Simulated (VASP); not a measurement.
# In: single point with PBE0

Crystal: In.

```
In
1.0
    -1.90730    1.90730    1.90730
     1.90730   -1.90730    1.90730
     1.90730    1.90730   -1.90730
In
1
Cartesian
  0.0000 0.0000 0.0000
```

This isn't the form of In at room conditions, which is tetragonal.

* Program: VASP 6.6.1
* Task: single point
* Functional: PBE0
* Potentials or basis: VASP PAW PBE potentials, release 64 (In_d)
* Cutoff: 520 eV
* k mesh: 6 × 6 × 6
* Occupations: fermi-dirac, width 0.05 eV
* Spin: no spin polarisation

| Property | Result |
| --- | --- |
| Pressure | -2.3 GPa |
| Band gap on the k mesh | zero (an odd number of electrons rules out a gap without spin polarisation) |

Levels at points of the mesh, in eV from the Fermi level:
```csv
k point,band 3,band 4,band 5,band 6,band 7,band 8,band 9,band 10
"(0.00, 0.00, 0.00)",-17.16,-16.92,-16.92,-10.86,11.85,11.85,11.85,13.91
"(0.50, 0.00, 0.00)",-16.93,-16.92,-16.77,-4.81,-3.82,6.66,8.13,10.73
"(0.50, 0.50, 0.50)",-16.80,-16.80,-16.80,1.20,1.69,1.69,1.69,5.77
```

Wall time 27 min on 1 thread of Intel Xeon 8259CL (shared host), peak memory 0.18 GiB.

Caveat: the k points lie up to 0.39 Å⁻¹ apart, too coarse for converged energies and pressures of a metal; the PAW data sets were made with another functional, which shifts forces and pressure a little; spin-orbit coupling is left out, which moves the levels of the heavy elements.
